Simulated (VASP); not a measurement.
Crystal: CdSe.

```
Cd Se
1.0
     4.30000    0.00000    0.00000
    -2.15000    3.72391    0.00000
     0.00000    0.00000    7.02000
Cd Se
2 2
Direct
  0.66667 0.33333 0.50000
  0.33333 0.66667 0.00000
  0.66667 0.33333 0.88500
  0.33333 0.66667 0.38500
```

Base run:

```yaml
Program: VASP 6.6.1
Functional: PBE
Potentials_or_basis: VASP PAW PBE potentials, release 64 (Cd, Se)
Cutoff: 520 eV
k_mesh: 5 × 5 × 3
Occupations: fermi-dirac, width 0.05 eV
Spin: non-collinear spin, zero start, spin-orbit coupling
Starting_moments: "[[0.0, 0.0, 0.0], [0.0, 0.0, 0.0], [0.0, 0.0, 0.0], [0.0, 0.0, 0.0]] μB"
```

Its results: pressure 3.4 GPa; net moment 0.00 μB per cell; largest force 0.295 eV/Å.

**Question.** The run is repeated on the same cell with these changes: functional from PBE to PBEsol; further incar settings from ALGO = Normal; EDIFF = 1e-06; NBANDS = 50 to ALGO = Normal; EDIFF = 1e-07; NBANDS = 50. What comes out?

**Answer.** Pressure 0.5 GPa; net moment 0.00 μB per cell; largest force 0.278 eV/Å.

Caveats: the cell stands under pressure (at least some runs); the PAW data sets were made with another functional, which shifts forces and pressure a little (at least some runs).
